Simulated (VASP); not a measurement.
# BiMo (zincblende type) (F-43m) in VASP: a series of runs, part 2 of 3

VASP 6.6.1. The steps go on from the part before.

### Step 3. Electric field gradients, PBE (volume scaled by 0.98)

Input file INCAR:

```
PREC = Accurate ; ENCUT = 520
EDIFF = 1E-8 ; ISMEAR = -1
SIGMA = 0.08 ; LREAL = False
LASPH = True ; NELM = 60
ALGO = Normal ; ISIF = 2
LWAVE = False ; LCHARG = False
GGA = PE ; LEFG = True
NBANDS = 22
```

Input file KPOINTS:

```
regular mesh
0
Gamma
  11 11 11
```

Input file POSCAR:

```
BiMo
1.0
    0.0000000000      3.1365627033      3.1365627033
    3.1365627033      0.0000000000      3.1365627033
    3.1365627033      3.1365627033      0.0000000000
Mo Bi
1 1
Direct
    0.0000000000      0.0000000000      0.0000000000
    0.2500000000      0.2500000000      0.2500000000
```

Potentials or basis: VASP PAW PBE potentials, release 64 (Mo_sv, Bi_d).

Command:

```console
$ cat potpaw_PBE.64/Mo_sv/POTCAR potpaw_PBE.64/Bi_d/POTCAR > POTCAR
$ mpirun -np 1 vasp_std > vasp.out
```

OUTCAR:

```text
PREC = Accurate
   ENCUT = 520
   EDIFF = 1E-8
   ISMEAR = -1
   LREAL = False
   LASPH = True
   NELM = 60
   ISIF = 2
   GGA = PE

 ion  position               nearest neighbor table
   1  0.000  0.000  0.000-   2 2.72   2 2.72   2 2.72   2 2.72
   2  0.250  0.250  0.250-   1 2.72   1 2.72   1 2.72   1 2.72

  LATTYP: Found a face centered cubic cell.
 ALAT       =     6.2731254066

  Lattice vectors:

 A1 = (   0.0000000000,   3.1365627033,   3.1365627033)
 A2 = (   3.1365627033,   0.0000000000,   3.1365627033)
 A3 = (   3.1365627033,   3.1365627033,   0.0000000000)

Analysis of symmetry for initial positions (statically):
=====================================================================
 Subroutine PRICEL returns:
 Original cell was already a primitive cell.

 Routine SETGRP: Setting up the symmetry group for a
 face centered cubic supercell.

 Subroutine GETGRP returns: Found 24 space group operations
 (whereof 24 operations were pure point group operations)
 out of a pool of 48 trial point group operations.

The static configuration has the point symmetry T_d .

Analysis of symmetry for dynamics (positions and initial velocities):
=====================================================================
 Subroutine PRICEL returns:
 Original cell was already a primitive cell.

 Routine SETGRP: Setting up the symmetry group for a
 face centered cubic supercell.

 Subroutine GETGRP returns: Found 24 space group operations
 (whereof 24 operations were pure point group operations)
 out of a pool of 48 trial point group operations.

The dynamic configuration has the point symmetry T_d .

 Subroutine INISYM returns: Found 24 space group operations
[... 147 lines left out ...]
 val. band max:        5.7623123251   @ k =   0.2727   0.2727   0.0000
 cond. band min:       5.7682110490   @ k =  -0.4545   0.0909   0.0000
 fundamental gap:      0.0058987239
 Fermi energy:         5.7640993251

 k-point     1 :       0.0000    0.0000    0.0000
  band No.  band energies     occupation
      1     -54.8272      2.00000
      2     -28.9743      2.00000
      3     -28.9743      2.00000
      4     -28.9743      2.00000
      5     -16.4273      2.00000
      6     -16.4273      2.00000
[... 589 lines left out ...]
     21      13.8834      0.00000
     22      13.9611      0.00000

 [... further k-points ...]
[... 5 lines left out ...]
  --------------------------------------------------------------------------------------
  -------------------------------------------------------------------------------------
  Total        0.5456581      0.5456581      0.5456581      0.0000000      0.0000000     -0.0000000
  in kB       14.1657410     14.1657410     14.1657410      0.0000000      0.0000000     -0.0000000
  external PRESSURE =      14.1657410 kB  Pullay stress =       0.0000000 kB

 VOLUME and BASIS-vectors are now :
 -----------------------------------------------------------------------------
  energy-cutoff  :      520.00
  volume of cell :       61.72
      direct lattice vectors                 reciprocal lattice vectors
     0.000000000  3.136562703  3.136562703    -0.159410172  0.159410172  0.159410172
     3.136562703  0.000000000  3.136562703     0.159410172 -0.159410172  0.159410172
     3.136562703  3.136562703  0.000000000     0.159410172  0.159410172 -0.159410172

 POSITION                                       TOTAL-FORCE (eV/Angst)
 -----------------------------------------------------------------------------------
      0.00000      0.00000      0.00000        -0.000000      0.000000      0.000000
      1.56828      1.56828      1.56828         0.000000     -0.000000     -0.000000
 -----------------------------------------------------------------------------------
    total drift:                                0.000000      0.000000      0.000000

  FREE ENERGIE OF THE ION-ELECTRON SYSTEM (eV)
  ---------------------------------------------------
  free  energy   TOTEN  =       -11.4900826977 eV

  energy  without entropy=      -11.3580782567  energy(sigma->0) =      -11.42408048

 Electric field gradients (V/A^2)
---------------------------------------------------------------------
 ion       V_xx      V_yy      V_zz      V_xy      V_xz      V_yz
---------------------------------------------------------------------
   1      -0.000     0.000    -0.000    -0.001    -0.001    -0.001
   2      -0.000     0.000     0.000    -0.002    -0.002    -0.002
---------------------------------------------------------------------

 Electric field gradients after diagonalization (V/A^2)
 (convention: |V_zz| > |V_xx| > |V_yy|)
----------------------------------------------------------------------
 ion       V_xx      V_yy      V_zz     asymmetry (V_yy - V_xx)/ V_zz
----------------------------------------------------------------------
   1       0.001     0.001    -0.001       0.000
   2       0.002     0.002    -0.003       0.000
----------------------------------------------------------------------

           NMR quadrupolar parameters

 Cq : quadrupolar parameter    Cq=e*Q*V_zz/h
 eta: asymmetry parameters     (V_yy - V_xx)/ V_zz
 Q  : nuclear electric quadrupole moment in mb (millibarn)
----------------------------------------------------------------------
 ion       Cq(MHz)       eta       Q (mb)
----------------------------------------------------------------------
   1      -0.000       0.000       1.000
   2      -0.000       0.000       1.000
----------------------------------------------------------------------
```

OSZICAR:

```text
N       E                     dE             d eps       ncg     rms          rms(c)
DAV:   1     0.306708147936E+03    0.30671E+03   -0.15005E+04  2464   0.144E+03
DAV:   2     0.768411669236E+01   -0.29902E+03   -0.28892E+03  2566   0.439E+02
DAV:   3    -0.113031803609E+02   -0.18987E+02   -0.18427E+02  3032   0.113E+02
DAV:   4    -0.118174854215E+02   -0.51431E+00   -0.51259E+00  2878   0.196E+01
DAV:   5    -0.118328605709E+02   -0.15375E-01   -0.15373E-01  3220   0.325E+00    0.695E+00
DAV:   6    -0.115604885310E+02    0.27237E+00   -0.18602E+00  2680   0.805E+00    0.218E+00
DAV:   7    -0.114950498630E+02    0.65439E-01   -0.27855E-01  2774   0.408E+00    0.163E+00
DAV:   8    -0.114896568973E+02    0.53930E-02   -0.28358E-02  3264   0.161E+00    0.245E-01
DAV:   9    -0.114899708763E+02   -0.31398E-03   -0.13604E-03  3402   0.299E-01    0.862E-02
DAV:  10    -0.114900683532E+02   -0.97477E-04   -0.29082E-04  3266   0.161E-01    0.191E-02
DAV:  11    -0.114900808114E+02   -0.12458E-04   -0.23485E-05  2746   0.393E-02    0.811E-03
DAV:  12    -0.114900824418E+02   -0.16305E-05   -0.50937E-06  2836   0.177E-02    0.252E-03
DAV:  13    -0.114900826820E+02   -0.24015E-06   -0.39013E-07  2944   0.481E-03    0.102E-03
DAV:  14    -0.114900826949E+02   -0.12957E-07   -0.39460E-08  2394   0.136E-03    0.221E-04
DAV:  15    -0.114900826977E+02   -0.27558E-08   -0.63175E-09  2018   0.561E-04
   1 F= -.11490083E+02 E0= -.11424080E+02  d E =-.132004E+00
```

stdout:

```text
POSCAR found type information on POSCAR MoBi
 POSCAR found :  2 types and       2 ions
 scaLAPACK will be used
 LDA part: xc-table for (Slater+PW92), standard interpolation
 POSCAR, INCAR and KPOINTS ok, starting setup
 FFT: planning ... GRIDC
 FFT: planning ... GRID_SOFT
 FFT: planning ... GRID
 WAVECAR not read
 entering main loop
ion   1

ion   2
```

Run time: 34 s. Hardware: 1 thread of Intel Xeon 6975P-C (Granite Rapids), shared host; peak memory 0.24 GiB.

Results:

```
Free energy : -11.4901 eV
Pressure    : 1.4 GPa
```

Caveat: the cell differs from its parent crystal (volume scaled by 0.98); without QUAD_EFG the Cq values of the log hold for a quadrupole moment of 1 mb, not for the nuclei; spin-orbit coupling is left out, which moves the levels of the heavy elements.

### Step 4. Electric field gradients, PBE

This run uses another cell than the first one, of 31.49 Å³/atom, 1.042 times its volume.

Input file INCAR:

```
PREC = Accurate
ENCUT = 520
EDIFF = 1E-8
ISMEAR = -1
SIGMA = 0.08
LREAL = F
LASPH = T
NELM = 100
ALGO = Normal
ISIF = 2
LWAVE = F
LCHARG = F
GGA = PE
LEFG = T
NBANDS = 22
```

KPOINTS is that of step 3.

Input file POSCAR:

```
BiMo
1.0
    0.0000000000      3.1577563375      3.1577563375
    3.1577563375      0.0000000000      3.1577563375
    3.1577563375      3.1577563375      0.0000000000
Mo Bi
1 1
Direct
    0.0000000000      0.0000000000      0.0000000000
    0.2500000000      0.2500000000      0.2500000000
```

Potentials or basis: VASP PAW PBE potentials, release 64 (Mo_sv, Bi_d).

Command:

```console
$ cat potpaw_PBE.64/Mo_sv/POTCAR potpaw_PBE.64/Bi_d/POTCAR > POTCAR
$ mpirun -np 1 vasp_std > vasp.out
```

OUTCAR:

```text
PREC = Accurate
   ENCUT = 520
   EDIFF = 1E-8
   ISMEAR = -1
   LREAL = F
   LASPH = T
   NELM = 100
   ISIF = 2
   GGA = PE

 ion  position               nearest neighbor table
   1  0.000  0.000  0.000-   2 2.73   2 2.73   2 2.73   2 2.73
   2  0.250  0.250  0.250-   1 2.73   1 2.73   1 2.73   1 2.73

  LATTYP: Found a face centered cubic cell.
 ALAT       =     6.3155126750

  Lattice vectors:

 A1 = (   0.0000000000,   3.1577563375,   3.1577563375)
 A2 = (   3.1577563375,   0.0000000000,   3.1577563375)
 A3 = (   3.1577563375,   3.1577563375,   0.0000000000)

Analysis of symmetry for initial positions (statically):
=====================================================================
 Subroutine PRICEL returns:
 Original cell was already a primitive cell.

 Routine SETGRP: Setting up the symmetry group for a
 face centered cubic supercell.

[... 787 lines left out ...]
  energy-cutoff  :      520.00
  volume of cell :       62.97
      direct lattice vectors                 reciprocal lattice vectors
     0.000000000  3.157756337  3.157756337    -0.158340273  0.158340273  0.158340273
     3.157756337  0.000000000  3.157756337     0.158340273 -0.158340273  0.158340273
     3.157756337  3.157756337  0.000000000     0.158340273  0.158340273 -0.158340273

 POSITION                                       TOTAL-FORCE (eV/Angst)
 -----------------------------------------------------------------------------------
      0.00000      0.00000      0.00000        -0.000000     -0.000000     -0.000000
      1.57888      1.57888      1.57888         0.000000      0.000000      0.000000
 -----------------------------------------------------------------------------------
    total drift:                               -0.000000     -0.000000     -0.000000

  FREE ENERGIE OF THE ION-ELECTRON SYSTEM (eV)
  ---------------------------------------------------
  free  energy   TOTEN  =       -11.4961298854 eV

  energy  without entropy=      -11.3620809551  energy(sigma->0) =      -11.42910542

 Electric field gradients (V/A^2)
---------------------------------------------------------------------
 ion       V_xx      V_yy      V_zz      V_xy      V_xz      V_yz
---------------------------------------------------------------------
   1      -0.000     0.000     0.000    -0.001    -0.001    -0.001
   2       0.000    -0.000     0.000    -0.002    -0.002    -0.002
---------------------------------------------------------------------

 Electric field gradients after diagonalization (V/A^2)
 (convention: |V_zz| > |V_xx| > |V_yy|)
----------------------------------------------------------------------
 ion       V_xx      V_yy      V_zz     asymmetry (V_yy - V_xx)/ V_zz
----------------------------------------------------------------------
   1       0.001     0.001    -0.001       0.000
   2       0.002     0.002    -0.003       0.000
----------------------------------------------------------------------

           NMR quadrupolar parameters

 Cq : quadrupolar parameter    Cq=e*Q*V_zz/h
 eta: asymmetry parameters     (V_yy - V_xx)/ V_zz
 Q  : nuclear electric quadrupole moment in mb (millibarn)
----------------------------------------------------------------------
 ion       Cq(MHz)       eta       Q (mb)
----------------------------------------------------------------------
   1      -0.000       0.000       1.000
   2      -0.000       0.000       1.000
----------------------------------------------------------------------
```

OSZICAR:

```text
N       E                     dE             d eps       ncg     rms          rms(c)
DAV:   1     0.306564067728E+03    0.30656E+03   -0.14886E+04  2464   0.144E+03
DAV:   2     0.773747147175E+01   -0.29883E+03   -0.28848E+03  2566   0.434E+02
DAV:   3    -0.113079200546E+02   -0.19045E+02   -0.18480E+02  3054   0.113E+02
DAV:   4    -0.118366292381E+02   -0.52871E+00   -0.52684E+00  2808   0.197E+01
DAV:   5    -0.118538550656E+02   -0.17226E-01   -0.17224E-01  3392   0.344E+00    0.670E+00
DAV:   6    -0.115740173976E+02    0.27984E+00   -0.19980E+00  2632   0.824E+00    0.216E+00
DAV:   7    -0.115006958612E+02    0.73322E-01   -0.30658E-01  2708   0.420E+00    0.154E+00
DAV:   8    -0.114956951590E+02    0.50007E-02   -0.29273E-02  3240   0.163E+00    0.249E-01
DAV:   9    -0.114960177618E+02   -0.32260E-03   -0.13872E-03  3412   0.297E-01    0.879E-02
DAV:  10    -0.114961144666E+02   -0.96705E-04   -0.31914E-04  3254   0.169E-01    0.195E-02
DAV:  11    -0.114961280475E+02   -0.13581E-04   -0.26116E-05  2758   0.404E-02    0.808E-03
DAV:  12    -0.114961296113E+02   -0.15638E-05   -0.55179E-06  2800   0.182E-02    0.263E-03
DAV:  13    -0.114961298616E+02   -0.25026E-06   -0.43918E-07  2914   0.493E-03    0.102E-03
DAV:  14    -0.114961298785E+02   -0.16933E-07   -0.44536E-08  2376   0.141E-03    0.229E-04
DAV:  15    -0.114961298854E+02   -0.68853E-08   -0.69696E-09  2144   0.570E-04
   1 F= -.11496130E+02 E0= -.11429105E+02  d E =-.134049E+00
```

stdout:

```text
POSCAR found type information on POSCAR MoBi
 POSCAR found :  2 types and       2 ions
 scaLAPACK will be used
 LDA part: xc-table for (Slater+PW92), standard interpolation
 POSCAR, INCAR and KPOINTS ok, starting setup
 FFT: planning ... GRIDC
 FFT: planning ... GRID_SOFT
 FFT: planning ... GRID
 WAVECAR not read
 entering main loop
ion   1

ion   2
```

Run time: 35 s. Hardware: 1 thread of Intel Xeon 6975P-C (Granite Rapids), shared host; peak memory 0.24 GiB.

Results:

```
Free energy : -11.4961 eV
Pressure    : 0.0 GPa
```

Caveat: without QUAD_EFG the Cq values of the log hold for a quadrupole moment of 1 mb, not for the nuclei; spin-orbit coupling is left out, which moves the levels of the heavy elements.

### Step 5. Electric field gradients, PBE (volume scaled by 1.02)

Input file INCAR:

```
  PREC = Accurate
  ENCUT = 520
  EDIFF = 1E-8
  ISMEAR = -1
  SIGMA = 0.08
  LREAL = False
  LASPH = True
  NELM = 100
  ALGO = Normal
  ISIF = 2
  LWAVE = False
  LCHARG = False
  GGA = PE
  LEFG = True
  NBANDS = 22
```

Input file KPOINTS:

```
Automatic mesh
0
Gamma
  11 11 11
```

Input file POSCAR:

```
BiMo
1.0
    0.0000000000      3.1786692406      3.1786692406
    3.1786692406      0.0000000000      3.1786692406
    3.1786692406      3.1786692406      0.0000000000
Mo Bi
1 1
Direct
    0.0000000000      0.0000000000      0.0000000000
    0.2500000000      0.2500000000      0.2500000000
```

Potentials or basis: VASP PAW PBE potentials, release 64 (Mo_sv, Bi_d).

Command:

```console
$ cat potpaw_PBE.64/Mo_sv/POTCAR potpaw_PBE.64/Bi_d/POTCAR > POTCAR
$ mpirun -np 1 vasp_std > vasp.out
```

OUTCAR:

```text
PREC = Accurate
   ENCUT = 520
   EDIFF = 1E-8
   ISMEAR = -1
   LREAL = False
   LASPH = True
   NELM = 100
   ISIF = 2
   GGA = PE

 ion  position               nearest neighbor table
   1  0.000  0.000  0.000-   2 2.75   2 2.75   2 2.75   2 2.75
   2  0.250  0.250  0.250-   1 2.75   1 2.75   1 2.75   1 2.75

  LATTYP: Found a face centered cubic cell.
 ALAT       =     6.3573384812

  Lattice vectors:

 A1 = (   0.0000000000,   3.1786692406,   3.1786692406)
 A2 = (   3.1786692406,   0.0000000000,   3.1786692406)
 A3 = (   3.1786692406,   3.1786692406,   0.0000000000)

Analysis of symmetry for initial positions (statically):
=====================================================================
 Subroutine PRICEL returns:
 Original cell was already a primitive cell.

 Routine SETGRP: Setting up the symmetry group for a
 face centered cubic supercell.

 Subroutine GETGRP returns: Found 24 space group operations
[... 787 lines left out ...]
  volume of cell :       64.23
      direct lattice vectors                 reciprocal lattice vectors
     0.000000000  3.178669241  3.178669241    -0.157298530  0.157298530  0.157298530
     3.178669241  0.000000000  3.178669241     0.157298530 -0.157298530  0.157298530
     3.178669241  3.178669241  0.000000000     0.157298530  0.157298530 -0.157298530

 POSITION                                       TOTAL-FORCE (eV/Angst)
 -----------------------------------------------------------------------------------
      0.00000      0.00000      0.00000         0.000000      0.000000      0.000000
      1.58933      1.58933      1.58933        -0.000000     -0.000000     -0.000000
 -----------------------------------------------------------------------------------
    total drift:                                0.000000      0.000000     -0.000000

  FREE ENERGIE OF THE ION-ELECTRON SYSTEM (eV)
  ---------------------------------------------------
  free  energy   TOTEN  =       -11.4918234351 eV

  energy  without entropy=      -11.3556778855  energy(sigma->0) =      -11.42375066

 Electric field gradients (V/A^2)
---------------------------------------------------------------------
 ion       V_xx      V_yy      V_zz      V_xy      V_xz      V_yz
---------------------------------------------------------------------
   1      -0.000     0.000     0.000    -0.000    -0.000    -0.000
   2       0.000    -0.000     0.000    -0.001    -0.001    -0.001
---------------------------------------------------------------------

 Electric field gradients after diagonalization (V/A^2)
 (convention: |V_zz| > |V_xx| > |V_yy|)
----------------------------------------------------------------------
 ion       V_xx      V_yy      V_zz     asymmetry (V_yy - V_xx)/ V_zz
----------------------------------------------------------------------
   1       0.000     0.000    -0.001       0.000
   2       0.001     0.001    -0.003       0.000
----------------------------------------------------------------------

           NMR quadrupolar parameters

 Cq : quadrupolar parameter    Cq=e*Q*V_zz/h
 eta: asymmetry parameters     (V_yy - V_xx)/ V_zz
 Q  : nuclear electric quadrupole moment in mb (millibarn)
----------------------------------------------------------------------
 ion       Cq(MHz)       eta       Q (mb)
----------------------------------------------------------------------
   1      -0.000       0.000       1.000
   2      -0.000       0.000       1.000
----------------------------------------------------------------------
```

stdout:

```text
POSCAR found type information on POSCAR MoBi
 POSCAR found :  2 types and       2 ions
 scaLAPACK will be used
 LDA part: xc-table for (Slater+PW92), standard interpolation
 POSCAR, INCAR and KPOINTS ok, starting setup
 FFT: planning ... GRIDC
 FFT: planning ... GRID_SOFT
 FFT: planning ... GRID
 WAVECAR not read
 entering main loop
ion   1

ion   2
```

Wall time 33 s (1 thread of Intel Xeon 6975P-C (Granite Rapids), shared host); peak memory 0.24 GiB.

Results:

| Property | Result |
| --- | --- |
| Free energy | -11.4918 eV |
| Pressure | -1.2 GPa |

Levels at points of the mesh, in eV from the Fermi level:
```
           k point  band 13  band 14  band 15  band 16  band 17  band 18
(0.00, 0.00, 0.00)    -2.34    -0.10    -0.10     2.33     5.04     5.04
```

Caveat: the cell differs from its parent crystal (volume scaled by 1.02); without QUAD_EFG the Cq values of the log hold for a quadrupole moment of 1 mb, not for the nuclei; spin-orbit coupling is left out, which moves the levels of the heavy elements.

(Part 2 of 3 ends here.)
